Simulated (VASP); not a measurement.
Set up this calculation in VASP 6.6.1, as the native input.

| Quantity | Value |
| --- | --- |
| Task | single point |
| Functional | PBE |
| Potentials or basis | VASP PAW PBE potentials, release 64 (Mo_sv, S) |
| Cutoff | 520 eV |
| k mesh | 12 × 12 × 2 |
| Occupations | gaussian, width 0.02 eV |
| Spin | no spin polarisation |
| Dipole correction | no |
| Further INCAR settings | ALGO = Normal; EDIFF = 1e-07; NBANDS = 35 |

The structure of MoS2 lies in POSCAR:

```
MoS2
1.0
    3.1213673928      0.0000000000      0.0000000000
   -1.5606836964      2.7031834567      0.0000000000
    0.0000000000      0.0000000000     14.9882957681
Mo S
2 4
Direct
    0.6666666667      0.3333333333      0.2500000000
    0.3333333333      0.6666666667      0.7500000000
    0.6666666667      0.3333333333      0.6442920188
    0.3333333333      0.6666666667      0.3557079812
    0.6666666667      0.3333333333      0.8557079812
    0.3333333333      0.6666666667      0.1442920188
```

These files were run (other wordings do the same):

INCAR

```
ALGO = Normal ; EDIFF = 1E-7
ENCUT = 520 ; GGA = PE
ISIF = 2 ; ISMEAR = 0
LASPH = T ; LCHARG = F
LREAL = F ; LWAVE = F
NBANDS = 35 ; NELM = 80
PREC = Accurate ; SIGMA = 0.02
```

KPOINTS

```
k-points
0
Gamma
  12 12 2
```

Potentials or basis: VASP PAW PBE potentials, release 64 (Mo_sv, S).

Command:

```console
$ cat potpaw_PBE.64/Mo_sv/POTCAR potpaw_PBE.64/S/POTCAR > POTCAR
$ mpirun -np 1 vasp_std > vasp.out
```

Results of the run:

| Quantity | Value |
| --- | --- |
| Pressure | 3.0 GPa |
| Largest force | 0.013 eV/Å |
| Band gap on the k mesh | 1.69 eV (least direct gap 1.91 eV) |

Caveat: the cell stands under pressure; this functional lacks dispersion, which binds layers or chains, so the pressure and a relaxed spacing across them are unreliable.

Run time: 5.7 min on 1 thread of Intel Xeon 8259CL, on a shared host, peak memory 0.31 GiB.
